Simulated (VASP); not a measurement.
# Ti6C in VASP: notebook, part 2 of 2

VASP 6.6.1.

## (3) Single point, PBE

File INCAR:

```
ALGO = Normal
DIPOL = 0.5 0.5 0.354
EDIFF = 1E-6
ENCUT = 520
GGA = PE
IDIPOL = 3
ISIF = 2
ISMEAR = 0
LASPH = T
LCHARG = F
LDIPOL = T
LREAL = F
LWAVE = F
NBANDS = 47
NELM = 60
PREC = Accurate
SIGMA = 0.1
```

File KPOINTS:

```
k-points
0
Gamma
  9 6 1
```

File POSCAR:

```
Ti6C
1.0
    2.8319727860      0.0000000000      0.0000000000
    0.0000000000      4.5793473380      0.0000000000
    0.0000000000      0.0000000000     22.0506909065
Ti C
6 1
Direct
    0.5000000000      0.0000000000      0.1814002118
    0.0000000000      0.5000000000      0.2413504290
    0.5000000000      0.0000000000      0.3013006462
    0.5000000000      0.5000000000      0.3625816208
    0.0000000000      0.0000000000      0.4208167734
    0.5000000000      0.5000000000      0.4784743912
    0.6666666667      0.9000000000      0.4938645746
```

Potentials or basis: VASP PAW PBE potentials, release 64 (Ti_sv, C).

The run is started by

```
> cat potpaw_PBE.64/Ti_sv/POTCAR potpaw_PBE.64/C/POTCAR > POTCAR
> mpirun -np 1 vasp_std > vasp.out
```

OUTCAR:

```text
EDIFF = 1E-6
   ENCUT = 520
   GGA = PE
   ISIF = 2
   ISMEAR = 0
   LASPH = T
   LREAL = F
   NELM = 60
   PREC = Accurate

 ion  position               nearest neighbor table
   1  0.500  0.000  0.181-   3 2.64
   2  0.000  0.500  0.241-
   3  0.500  0.000  0.301-   1 2.64   4 2.66   4 2.66
   4  0.500  0.500  0.363-   6 2.56   3 2.66   3 2.66
   5  0.000  0.000  0.421-   7 1.92
   6  0.500  0.500  0.478-   7 1.92   4 2.56
   7  0.667  0.900  0.494-   6 1.92   5 1.92

  LATTYP: Found a simple orthorhombic cell.
 ALAT       =     2.8319727860
 B/A-ratio  =     1.6170167173
 C/A-ratio  =     7.7863357358

  Lattice vectors:

 A1 = (   2.8319727860,   0.0000000000,   0.0000000000)
 A2 = (   0.0000000000,   4.5793473380,   0.0000000000)
 A3 = (   0.0000000000,   0.0000000000,  22.0506909065)

Analysis of symmetry for initial positions (statically):
=====================================================================
 Subroutine PRICEL returns:
 Original cell was already a primitive cell.

 Routine SETGRP: Setting up the symmetry group for a
 simple orthorhombic supercell.

 Subroutine GETGRP returns: Found  1 space group operations
 (whereof  1 operations were pure point group operations)
 out of a pool of  8 trial point group operations.

The static configuration has the point symmetry C_1 .

Analysis of symmetry for dynamics (positions and initial velocities):
=====================================================================
 Subroutine PRICEL returns:
 Original cell was already a primitive cell.

 Routine SETGRP: Setting up the symmetry group for a
 simple orthorhombic supercell.

 Subroutine GETGRP returns: Found  1 space group operations
 (whereof  1 operations were pure point group operations)
 out of a pool of  8 trial point group operations.

The dynamic configuration has the point symmetry C_1 .

 Subroutine INISYM returns: Found  1 space group operations
 (whereof  1 operations are pure point group operations),
 and found     1 'primitive' translations

----------------------------------------------------------------------------------------

                                     Primitive cell

  volume of cell :     285.9663

  direct lattice vectors                    reciprocal lattice vectors
     2.831972786  0.000000000  0.000000000     0.353110738  0.000000000  0.000000000
     0.000000000  4.579347338  0.000000000     0.000000000  0.218371730  0.000000000
     0.000000000  0.000000000 22.050690907     0.000000000  0.000000000  0.045350053

  length of vectors
     2.831972786  4.579347338 22.050690907     0.353110738  0.218371730  0.045350053

  position of ions in fractional coordinates (direct lattice)
     0.500000000  0.000000000  0.181400212
     0.000000000  0.500000000  0.241350429
     0.500000000  0.000000000  0.301300646
     0.500000000  0.500000000  0.362581621
     0.000000000  0.000000000  0.420816773
     0.500000000  0.500000000  0.478474391
     0.666666667  0.900000000  0.493864575

  ion indices of the primitive-cell ions
   primitive index   ion index
[... 34 lines left out ...]
 Following reciprocal coordinates:
            Coordinates               Weight
  0.000000  0.000000  0.000000      1.000000
  0.111111  0.000000  0.000000      2.000000
  0.222222  0.000000  0.000000      2.000000
  0.333333  0.000000  0.000000      2.000000
  0.444444  0.000000  0.000000      2.000000
  0.000000  0.166667  0.000000      2.000000
[... 16 lines left out ...]
  0.444444 -0.333333  0.000000      2.000000
  0.000000  0.500000  0.000000      1.000000
 [... further k-points ...]
   k-points           NKPTS =     28   k-points in BZ     NKDIM =     28   number of bands    NBANDS=     47
   number of dos      NEDOS =    301   number of ions     NIONS =      7
   total plane-waves  NPLWV = 145152
   dimension x,y,z NGX =    24 NGY =   36 NGZ =  168
   dimension x,y,z NGXF=    48 NGYF=   72 NGZF=  336
   ions per type =               6   1
   NGX,Y,Z   is equivalent  to a cutoff of  14.09, 13.07, 12.67 a.u.
   NGXF,Y,Z  is equivalent  to a cutoff of  28.18, 26.14, 25.33 a.u.
 SYSTEM =  unknown system
   PREC   = accura    normal or accurate (medium, high low for compatibility)
   ISTART =      0    job   : 0-new  1-cont  2-samecut
   ICHARG =      2    charge: 1-file 2-atom 10-const
   ISPIN  =      1    spin polarized calculation?
   LNONCOLLINEAR =      F non collinear calculations
   LSORBIT =      F    spin-orbit coupling
   LASPH  =      T    aspherical Exc in radial PAW
   ENCUT  =  520.0 eV  38.22 Ry    6.18 a.u.   5.27  8.51 41.00*2*pi/ulx,y,z
   NELM   =     60;   NELMIN=  2; NELMDL= -5     # of ELM steps
   EDIFF  = 0.1E-05   stopping-criterion for ELM
   LREAL  =      F    real-space projection
[... 7 lines left out ...]
   TEBEG  =    0.0;   TEEND  =   0.0 temperature during run
   PSTRESS=    0.0 pullay stress
   NELECT =      76.0000    total number of electrons
   NUPDOWN=      -1.0000    fix difference up-down
   EMIN   =  10.00;   EMAX   =-10.00  energy-range for DOS
   EFERMI =   0.00;   METHOD = LEGACY
   ISMEAR =     0;   SIGMA  =   0.10  broadening in eV -4-tet -1-fermi 0-gaus
   EFERMI_NEDOS =   21; number of points for ismear=-14 and -15
   IALGO  =     38    algorithm
   IMIX   =      4    mixing-type and parameters
     AMIX     =   0.40;   BMIX     =  1.00
     AMIX_MAG =   1.60;   BMIX_MAG =  1.00
  volume/ion in A,a.u.               =      40.85       275.69
  Fermi-wavevector in a.u.,A,eV,Ry     =   1.052546  1.989023 15.073256  1.107853
  Thomas-Fermi vector in A             =   2.187633
   LORBIT       =      0    0 simple, 1 ext, 2 COOP (PROOUT), +10 PAW based schemes
   GGA     = PE    functional components
   LHFCALC =     F    Hartree Fock is set to
   AEXX    =    0.0000 exact exchange contribution
   IVDW    =     0    specifies the selected vdW correction
   LEPSILON=     F    determine dielectric tensor
   LRPA    =     F    only Hartree local field effects (RPA)
 non-spin polarized calculation
 Gauss-broadening in eV      SIGMA  =   0.10
  energy-cutoff  :      520.00
  volume of cell :      285.97
 maximum number of plane-waves:      7748
 NGX is ok and might be reduce to    24
   NGX = 11   NGY = 17   NGZ = 81

 dipolmoment           0.000000      0.000000     -0.027461 electrons x Angstroem

 number of electron      75.9999999 magnetization

 dipolmoment           0.000000      0.000000      0.085123 electrons x Angstroem

 Free energy of the ion-electron system (eV)
  ---------------------------------------------------
  ext. energy  EPLUGINS =         0.00000000
  ---------------------------------------------------
  free energy    TOTEN  =       -51.94045989 eV

  energy without entropy =      -51.89991234  energy(sigma->0) =      -51.92018611

 E-fermi :   0.7421     XC(G=0):  -5.3396

 val. band max:        0.7357331861   @ k =   0.2222   0.3333   0.0000
 cond. band min:       0.7586006662   @ k =   0.3333   0.5000   0.0000
 fundamental gap:      0.0228674802
 Fermi energy:         0.7420687923

 k-point     1 :       0.0000    0.0000    0.0000
  band No.  band energies     occupation
      1     -56.2156      2.00000
      2     -56.0987      2.00000
      3     -56.0683      2.00000
      4     -55.8446      2.00000
      5     -55.6964      2.00000
      6     -55.6498      2.00000
[... 1189 lines left out ...]
     46       2.1910      0.00000
     47       2.2134      0.00000

 [... further k-points ...]

------------------------ aborting loop because EDIFF is reached ----------------------------------------

 vacuum level on the upper side and lower side of the slab       (xc-potential included)         0.450        -0.707

  FORCE on cell =-STRESS in cart. coord.  units (eV):
  Direction    XX          YY          ZZ          XY          YZ          ZX
  --------------------------------------------------------------------------------------
  -------------------------------------------------------------------------------------
  Total       -0.0752130     -6.0829366      1.5213164      1.7507876      0.7765984     -0.8248860
  in kB       -0.4213941    -34.0807396      8.5234468      9.8091005      4.3510315     -4.6215715
  external PRESSURE =      -8.6595623 kB  Pullay stress =       0.0000000 kB

 VOLUME and BASIS-vectors are now :
 -----------------------------------------------------------------------------
  energy-cutoff  :      520.00
  volume of cell :      285.97
      direct lattice vectors                 reciprocal lattice vectors
     2.831972786  0.000000000  0.000000000     0.353110738  0.000000000  0.000000000
     0.000000000  4.579347338  0.000000000     0.000000000  0.218371730  0.000000000
     0.000000000  0.000000000 22.050690907     0.000000000  0.000000000  0.045350053

 POSITION                                       TOTAL-FORCE (eV/Angst)
 -----------------------------------------------------------------------------------
      1.41599      0.00000      4.00000        -0.012487      0.015625      0.348638
      0.00000      2.28967      5.32194         0.005894     -0.015875      0.144337
      1.41599      0.00000      6.64389         0.005937     -0.059757     -0.433535
      1.41599      2.28967      7.99518         0.022505     -0.159515     -1.022695
      0.00000      0.00000      9.27930         0.621149      0.036514     -0.218304
      1.41599      2.28967     10.55069        -0.627493     -0.409907      1.153054
      1.88798      4.12141     10.89006        -0.015504      0.592914      0.028506
 -----------------------------------------------------------------------------------
    total drift:                               -0.000039     -0.000051      0.000113

  FREE ENERGIE OF THE ION-ELECTRON SYSTEM (eV)
  ---------------------------------------------------
  free  energy   TOTEN  =       -51.9404598870 eV

  energy  without entropy=      -51.8999123377  energy(sigma->0) =      -51.92018611

 vacuum level on the upper side and lower side of the slab         5.252         4.024
```

Wall time 17 min (1 thread of AMD EPYC 9R14 (Zen 4), shared host); peak memory 0.49 GiB.

Results:

| Property | Result |
| --- | --- |
| Free energy | -51.9405 eV |
| Largest force | 1.375 eV/Å |
| Band gap on the k mesh | zero (bands 38 and 39 overlap by 0.10 eV) |

Forces in eV/Å, atoms in the order of the input:
```
Ti  -0.012  0.016  0.349
Ti   0.006 -0.016  0.144
Ti   0.006 -0.060 -0.434
Ti   0.023 -0.160 -1.023
Ti   0.621  0.037 -0.218
Ti  -0.627 -0.410  1.153
C   -0.016  0.593  0.029
```
